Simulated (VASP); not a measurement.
# Cd3HgS4 (I-42m) in VASP: a series of runs

Runs on Cd3HgS4. Level: PBE. Tasks: single point, relaxation of cell and atoms.

Everything below comes from runs of VASP 6.6.1. Logs are shortened: lines on timing, memory, paths and dates and some standing lists are left out, and cuts for length are marked.

## 1. The cell of the first run

It takes space group I-42m (No. 121, tetragonal). Conventional cell: a = 5.942 Å, b = 5.942 Å, c = 11.885 Å, α = 90.00°, β = 90.00°, γ = 90.00°. Within 3.4 Å of Cd (site symmetry -42m) lie 4 S at 2.57 Å. Within 3.4 Å of Cd (site symmetry -4) lie 4 S at 2.57 Å. Within 3.4 Å of Hg (site symmetry -42m) lie 4 S at 2.59 Å. S (site symmetry m) has 3 Cd at 2.57 Å and 1 Hg at 2.59 Å within 3.4 Å.

## 2. Single point, PBE

File INCAR:

```
ALGO = Normal ; EDIFF = 1E-6
ENCUT = 520 ; GGA = PE
ISIF = 2 ; ISMEAR = 0
LASPH = True ; LCHARG = False
LREAL = False ; LWAVE = False
NBANDS = 46 ; NELM = 80
PREC = Accurate ; SIGMA = 0.02
```

File KPOINTS:

```
k-points
0
Gamma
  6 6 6
```

File POSCAR:

```
Cd3HgS4
1.0
   -2.9709956881      2.9709956881      5.9426513577
    2.9709956881     -2.9709956881      5.9426513577
    2.9709956881      2.9709956881     -5.9426513577
Cd Hg S
3 1 4
Direct
    0.5000000000      0.5000000000      0.0000000000
    0.2500000000      0.7500000000      0.5000000000
    0.7500000000      0.2500000000      0.5000000000
    0.0000000000      0.0000000000      0.0000000000
    0.6220026464      0.6220026464      0.4958943388
    0.1261083076      0.1261083076      0.5041056612
    0.8738916924      0.3779973536      0.0000000000
    0.3779973536      0.8738916924      0.0000000000
```

Potentials or basis: VASP PAW PBE potentials, release 64 (Cd, Hg, S).

Launch:

```
> cat potpaw_PBE.64/Cd/POTCAR potpaw_PBE.64/Hg/POTCAR potpaw_PBE.64/S/POTCAR > POTCAR
> mpirun -np 1 vasp_std > vasp.out
```

OUTCAR:

```text
EDIFF = 1E-6
   ENCUT = 520
   GGA = PE
   ISIF = 2
   ISMEAR = 0
   LASPH = True
   LREAL = False
   NELM = 80
   PREC = Accurate

 ion  position               nearest neighbor table
   1  0.500  0.500  0.000-   5 2.57   6 2.57   7 2.57   8 2.57
   2  0.250  0.750  0.500-   5 2.57   6 2.57   8 2.57   7 2.57
   3  0.750  0.250  0.500-   5 2.57   6 2.57   7 2.57   8 2.57
   4  0.000  0.000  0.000-   6 2.59   7 2.59   8 2.59   5 2.59
   5  0.622  0.622  0.496-   1 2.57   2 2.57   3 2.57   4 2.59
   6  0.126  0.126  0.504-   1 2.57   2 2.57   3 2.57   4 2.59
   7  0.874  0.378  0.000-   1 2.57   2 2.57   3 2.57   4 2.59
   8  0.378  0.874  0.000-   1 2.57   3 2.57   2 2.57   4 2.59

  LATTYP: Found a body centered tetragonal cell.
 ALAT       =     5.9419913762
 C/A-ratio  =     2.0002221415

  Lattice vectors:

 A1 = (  -2.9709956881,   2.9709956881,   5.9426513577)
 A2 = (   2.9709956881,  -2.9709956881,   5.9426513577)
 A3 = (   2.9709956881,   2.9709956881,  -5.9426513577)

Analysis of symmetry for initial positions (statically):
=====================================================================
 Subroutine PRICEL returns:
 Original cell was already a primitive cell.

 Routine SETGRP: Setting up the symmetry group for a
 body centered tetragonal supercell.

 Subroutine GETGRP returns: Found  8 space group operations
 (whereof  8 operations were pure point group operations)
 out of a pool of 16 trial point group operations.

The static configuration has the point symmetry D_2d.

Analysis of symmetry for dynamics (positions and initial velocities):
=====================================================================
 Subroutine PRICEL returns:
 Original cell was already a primitive cell.

 Routine SETGRP: Setting up the symmetry group for a
 body centered tetragonal supercell.

 Subroutine GETGRP returns: Found  8 space group operations
 (whereof  8 operations were pure point group operations)
 out of a pool of 16 trial point group operations.

The dynamic configuration has the point symmetry D_2d.

 Subroutine INISYM returns: Found  8 space group operations
 (whereof  8 operations are pure point group operations),
 and found     1 'primitive' translations

----------------------------------------------------------------------------------------

                                     Primitive cell

  volume of cell :     209.8187

  direct lattice vectors                    reciprocal lattice vectors
    -2.970995688  2.970995688  5.942651358     0.000000000  0.168293748  0.084137529
     2.970995688 -2.970995688  5.942651358     0.168293748  0.000000000  0.084137529
     2.970995688  2.970995688 -5.942651358     0.168293748  0.168293748  0.000000000

  length of vectors
     7.277962346  7.277962346  7.277962346     0.188153951  0.188153951  0.238003301

  position of ions in fractional coordinates (direct lattice)
     0.500000000  0.500000000  0.000000000
     0.250000000  0.750000000  0.500000000
     0.750000000  0.250000000  0.500000000
     0.000000000  0.000000000  0.000000000
     0.622002646  0.622002646  0.495894339
     0.126108308  0.126108308  0.504105661
     0.873891692  0.377997354  0.000000000
     0.377997354  0.873891692  0.000000000

  ion indices of the primitive-cell ions
   primitive index   ion index
                 1           1
                 2           2
                 3           3
                 4           4
                 5           5
                 6           6
                 7           7
                 8           8

----------------------------------------------------------------------------------------

 KPOINTS: k-points

Automatic generation of k-mesh.
 Grid dimensions read from file:
 generate k-points for:    6    6    6

 Generating k-lattice:

  Cartesian coordinates                     Fractional coordinates (reciprocal lattice)
     0.000000000  0.028048958  0.014022921     0.166666667  0.000000000  0.000000000
     0.028048958  0.000000000  0.014022921     0.000000000  0.166666667  0.000000000
     0.028048958  0.028048958  0.000000000     0.000000000  0.000000000  0.166666667

  Length of vectors
     0.031358992  0.031358992  0.039667217

  Shift w.r.t. Gamma in fractional coordinates (k-lattice)
     0.000000000  0.000000000  0.000000000

 Subroutine IBZKPT returns following result:
 ===========================================

 Found     30 irreducible k-points:

 Following reciprocal coordinates:
            Coordinates               Weight
  0.000000  0.000000  0.000000      1.000000
  0.166667  0.000000  0.000000      8.000000
  0.333333  0.000000  0.000000      8.000000
  0.500000  0.000000  0.000000      4.000000
  0.166667  0.166667  0.000000      8.000000
  0.333333  0.166667  0.000000     16.000000
[... 16 lines left out ...]
 -0.333333 -0.333333  0.166667      8.000000
 -0.166667 -0.333333  0.166667      8.000000
 [... further k-points ...]
   k-points           NKPTS =     30   k-points in BZ     NKDIM =     30   number of bands    NBANDS=     46
   number of dos      NEDOS =    301   number of ions     NIONS =      8
   total plane-waves  NPLWV = 157464
   dimension x,y,z NGX =    54 NGY =   54 NGZ =   54
   dimension x,y,z NGXF=   108 NGYF=  108 NGZF=  108
   ions per type =               3   1   4
   NGX,Y,Z   is equivalent  to a cutoff of  12.33, 12.33, 12.33 a.u.
   NGXF,Y,Z  is equivalent  to a cutoff of  24.67, 24.67, 24.67 a.u.
 SYSTEM =  unknown system
   PREC   = accura    normal or accurate (medium, high low for compatibility)
   ISTART =      0    job   : 0-new  1-cont  2-samecut
   ICHARG =      2    charge: 1-file 2-atom 10-const
   ISPIN  =      1    spin polarized calculation?
   LNONCOLLINEAR =      F non collinear calculations
   LSORBIT =      F    spin-orbit coupling
   LASPH  =      T    aspherical Exc in radial PAW
   ENCUT  =  520.0 eV  38.22 Ry    6.18 a.u.  13.53 13.53 13.53*2*pi/ulx,y,z
   NELM   =     80;   NELMIN=  2; NELMDL= -5     # of ELM steps
   EDIFF  = 0.1E-05   stopping-criterion for ELM
   LREAL  =      F    real-space projection
   EDIFFG = 0.1E-04   stopping-criterion for IOM
   NSW    =      0    number of steps for IOM
   IBRION =     -1    ionic relax: 0-MD 1-quasi-New 2-CG
   NFREE  =      0    steps in history (QN), initial steepest desc. (CG)
   ISIF   =      2    stress and relaxation
   ISYM   =      2    0-nonsym 1-usesym 2-fastsym
   POTIM  = 0.5000    time-step for ionic-motion
   TEBEG  =    0.0;   TEEND  =   0.0 temperature during run
   PSTRESS=    0.0 pullay stress
   NELECT =      72.0000    total number of electrons
   NUPDOWN=      -1.0000    fix difference up-down
   EMIN   =  10.00;   EMAX   =-10.00  energy-range for DOS
   EFERMI =   0.00;   METHOD = LEGACY
   ISMEAR =     0;   SIGMA  =   0.02  broadening in eV -4-tet -1-fermi 0-gaus
   EFERMI_NEDOS =   21; number of points for ismear=-14 and -15
   IALGO  =     38    algorithm
   IMIX   =      4    mixing-type and parameters
     AMIX     =   0.40;   BMIX     =  1.00
     AMIX_MAG =   1.60;   BMIX_MAG =  1.00
  volume/ion in A,a.u.               =      26.23       176.99
  Fermi-wavevector in a.u.,A,eV,Ry     =   1.146140  2.165890 17.873107  1.313636
  Thomas-Fermi vector in A             =   2.282825
   LORBIT       =      0    0 simple, 1 ext, 2 COOP (PROOUT), +10 PAW based schemes
   GGA     = PE    functional components
   LHFCALC =     F    Hartree Fock is set to
   AEXX    =    0.0000 exact exchange contribution
   IVDW    =     0    specifies the selected vdW correction
   LEPSILON=     F    determine dielectric tensor
   LRPA    =     F    only Hartree local field effects (RPA)
 non-spin polarized calculation
 Gauss-broadening in eV      SIGMA  =   0.02
  energy-cutoff  :      520.00
  volume of cell :      209.82
 maximum number of plane-waves:      5687
   NGX = 27   NGY = 27   NGZ = 27

 number of electron      71.9999990 magnetization

 Free energy of the ion-electron system (eV)
  ---------------------------------------------------
  ext. energy  EPLUGINS =         0.00000000
  ---------------------------------------------------
  free energy    TOTEN  =       -22.97990019 eV

  energy without entropy =      -22.97990019  energy(sigma->0) =      -22.97990019

 E-fermi :   1.2001     XC(G=0):  -8.9377

 val. band max:        1.0572227362   @ k =   0.0000   0.0000   0.0000
 cond. band min:       1.6846523336   @ k =   0.0000   0.0000   0.0000
 fundamental gap:      0.6274295974
 Fermi energy:         1.2001070404

 k-point     1 :       0.0000    0.0000    0.0000
  band No.  band energies     occupation
      1     -11.2103      2.00000
      2     -10.6797      2.00000
      3     -10.6797      2.00000
      4     -10.6786      2.00000
      5      -6.5659      2.00000
      6      -6.5659      2.00000
[... 38 lines left out ...]
     45       7.4941      0.00000
     46       7.4950      0.00000

 k-point     2 :       0.1667    0.0000    0.0000
  band No.  band energies     occupation
      1     -11.1664      2.00000
      2     -10.7013      2.00000
      3     -10.6922      2.00000
      4     -10.6868      2.00000
      5      -6.5564      2.00000
      6      -6.5513      2.00000
[... 38 lines left out ...]
     45       7.6596      0.00000
     46       7.7191      0.00000

 k-point     3 :       0.3333    0.0000    0.0000
  band No.  band energies     occupation
      1     -11.0509      2.00000
      2     -10.7763      2.00000
      3     -10.7120      2.00000
      4     -10.7041      2.00000
      5      -6.5333      2.00000
      6      -6.5182      2.00000
[... 38 lines left out ...]
     45       7.7740      0.00000
     46       8.0757      0.00000

 k-point     4 :       0.5000    0.0000    0.0000
  band No.  band energies     occupation
      1     -10.9202      2.00000
      2     -10.8878      2.00000
      3     -10.7201      2.00000
      4     -10.7134      2.00000
      5      -6.5084      2.00000
      6      -6.4929      2.00000
[... 920 lines left out ...]
     45       7.7672      0.00000
     46       7.8892      0.00000

 k-point    23 :      -0.3333   -0.3333    0.1667
  band No.  band energies     occupation
      1     -11.0262      2.00000
      2     -10.7940      2.00000
      3     -10.7134      2.00000
      4     -10.7084      2.00000
      5      -6.5251      2.00000
      6      -6.5118      2.00000
[... 38 lines left out ...]
     45       7.9760      0.00000
     46       8.1669      0.00000

 k-point    24 :      -0.1667   -0.3333    0.1667
  band No.  band energies     occupation
      1     -11.1022      2.00000
      2     -10.7501      2.00000
      3     -10.7083      2.00000
      4     -10.6841      2.00000
      5      -6.5386      2.00000
      6      -6.5295      2.00000
[... 38 lines left out ...]
     45       7.8298      0.00000
     46       7.9413      0.00000

 [... further k-points ...]
[... 5 lines left out ...]
  --------------------------------------------------------------------------------------
  -------------------------------------------------------------------------------------
  Total        0.3952205      0.3952205      0.3966699      0.0000000      0.0000000      0.0000000
  in kB        3.0179064      3.0179064      3.0289738      0.0000000      0.0000000      0.0000000
  external PRESSURE =       3.0215955 kB  Pullay stress =       0.0000000 kB

 VOLUME and BASIS-vectors are now :
 -----------------------------------------------------------------------------
  energy-cutoff  :      520.00
  volume of cell :      209.82
      direct lattice vectors                 reciprocal lattice vectors
    -2.970995688  2.970995688  5.942651358     0.000000000  0.168293748  0.084137529
     2.970995688 -2.970995688  5.942651358     0.168293748  0.000000000  0.084137529
     2.970995688  2.970995688 -5.942651358     0.168293748  0.168293748  0.000000000

 POSITION                                       TOTAL-FORCE (eV/Angst)
 -----------------------------------------------------------------------------------
      0.00000      0.00000      5.94265        -0.000000     -0.000000     -0.000000
      2.97100      0.00000      2.97133        -0.000000      0.000000     -0.000000
      0.00000      2.97100      2.97133        -0.000000      0.000000      0.000000
      0.00000      0.00000      0.00000        -0.000000      0.000000      0.000000
      1.47330      1.47330      4.44576         0.000139      0.000139     -0.002414
      1.49770      1.49770     -1.49689        -0.000139     -0.000139     -0.002414
     -1.47330      1.47330      7.43954        -0.000139      0.000139      0.002414
      1.47330     -1.47330      7.43954         0.000139     -0.000139      0.002414
 -----------------------------------------------------------------------------------
    total drift:                                0.000007      0.000007      0.000006

  FREE ENERGIE OF THE ION-ELECTRON SYSTEM (eV)
  ---------------------------------------------------
  free  energy   TOTEN  =       -22.9799001891 eV

  energy  without entropy=      -22.9799001891  energy(sigma->0) =      -22.97990019
```

Run time: 6.1 min. Hardware: 1 thread of Intel Xeon 6975P-C (Granite Rapids), shared host; peak memory 0.54 GiB.

Results:

| Quantity | Value |
| --- | --- |
| Free energy | -22.9799 eV |
| Pressure | 0.3 GPa |
| Band gap on the k mesh | 0.63 eV, direct |

Forces on the atoms (eV/Å):
```
Cd   0.000  0.000  0.000
Cd   0.000  0.000  0.000
Cd   0.000  0.000  0.000
Hg   0.000  0.000  0.000
S    0.000  0.000 -0.002
S    0.000  0.000 -0.002
S    0.000  0.000  0.002
S    0.000  0.000  0.002
```

Caveat: spin-orbit coupling is left out, which moves the levels of the heavy elements.

## 3. Relaxation of cell and atoms, PBE

This run uses another cell than the first one, of 24.18 Å³/atom, 0.922 times its volume.

File INCAR:

```
SYSTEM = Cd3HgS4
ALGO = Normal
EDIFF = 1E-7
EDIFFG = -0.04
ENCUT = 600
GGA = PE
IBRION = 2
ISIF = 3
ISMEAR = 0
LASPH = .True.
LCHARG = .False.
LREAL = .False.
LWAVE = .False.
NELM = 80
NSW = 90
PREC = Accurate
SIGMA = 0.1
```

File KPOINTS:

```
k-points
0
Gamma
  4 4 4
  0 0 0
```

File POSCAR:

```
Cd3HgS4
1.0
   -2.8918208000      2.8918208000      5.7836415900
    2.8918208000     -2.8918208000      5.7836415900
    2.8918208000      2.8918208000     -5.7836415900
Cd Hg S
3 1 4
Direct
    0.5000000000      0.5000000000      0.0000000000
    0.2500000000      0.7500000000      0.5000000000
    0.7500000000      0.2500000000      0.5000000000
    0.0000000000      0.0000000000      0.0000000000
    0.6250000000      0.6250000000      0.5000000000
    0.1250000000      0.1250000000      0.5000000000
    0.8750000000      0.3750000000      0.0000000000
    0.3750000000      0.8750000000      0.0000000000
```

Potentials or basis: VASP PAW PBE potentials, release 64 (Cd, Hg, S).

Launch:

```
> cat potpaw_PBE.64/Cd/POTCAR potpaw_PBE.64/Hg/POTCAR potpaw_PBE.64/S/POTCAR > POTCAR
> mpirun -np 1 vasp_std > vasp.out
```

Wall time 10 min (1 thread of Intel Xeon 6975P-C (Granite Rapids), shared host); peak memory 0.6 GiB.

It converged, with:

* Free energy: -22.9719 eV
* Relaxed volume: 26.39 Å³/atom
* Relaxed cell: a = 7.293 Å, b = 7.293 Å, c = 7.293 Å, α = 131.81°, β = 131.81°, γ = 70.52°
* Space group after relaxing (to 0.05 Å): I-42m (No. 121)
* Energy gained by relaxing: 35.7 meV/atom
* Ionic steps: 6
* Pressure after relaxing: -0.1 GPa
* Largest force after relaxing: 0.005 eV/Å
* Band gap on the k mesh: 0.61 eV, direct

Forces on the atoms (eV/Å):
```
Cd   0.000  0.000  0.000
Cd   0.000  0.000  0.000
Cd   0.000  0.000  0.000
Hg   0.000  0.000  0.000
S   -0.002 -0.002  0.004
S    0.002  0.002  0.004
S    0.002 -0.002 -0.004
S   -0.002  0.002 -0.004
```

The path:
| step | energy change (eV) | largest force (eV/Å) | pressure (GPa) | volume (Å³) |
| --- | --- | --- | --- | --- |
| 1 | 0.0000 | 0.2043 | 5.59 | 193.47 |
| 2 | -0.2461 | 0.0775 | -1.63 | 218.06 |
| 3 | -0.2828 | 0.1035 | 0.00 | 210.89 |
| 4 | -0.2828 | 0.1020 | -0.09 | 211.25 |
| 5 | -0.2844 | 0.0645 | -0.08 | 211.19 |
| 6 | -0.2855 | 0.0050 | -0.06 | 211.10 |

Final structure:
```
CELL_PARAMETERS angstrom
-2.97705 2.97705 5.95456
2.97705 -2.97705 5.95456
2.97705 2.97705 -5.95456
ATOMIC_POSITIONS crystal
Cd 0.50000 0.50000 0.00000
Cd 0.25000 0.75000 0.50000
Cd 0.75000 0.25000 0.50000
Hg 0.00000 0.00000 0.00000
S 0.62199 0.62199 0.49599
S 0.12599 0.12599 0.50401
S 0.87401 0.37801 0.00000
S 0.37801 0.87401 0.00000
```

Levels at points of the mesh, in eV from the valence-band top:
| k point | band 33 | band 34 | band 35 | band 36 | band 37 | band 38 | band 39 | band 40 |
| --- | --- | --- | --- | --- | --- | --- | --- | --- |
| (0.00, 0.00, 0.00) | -1.79 | 0.00 | 0.00 | 0.00 | 0.61 | 3.63 | 3.77 | 4.76 |
| (0.50, 0.00, 0.00) | -1.29 | -1.24 | -0.79 | -0.64 | 2.95 | 3.53 | 4.31 | 4.60 |
| (0.50, 0.50, 0.00) | -0.76 | -0.68 | -0.64 | -0.61 | 2.16 | 2.83 | 3.69 | 3.97 |
| (0.50, 0.50, 0.50) | -1.06 | -1.06 | -0.87 | -0.87 | 2.78 | 3.32 | 3.63 | 3.63 |

Caveat: spin-orbit coupling is left out, which moves the levels of the heavy elements.
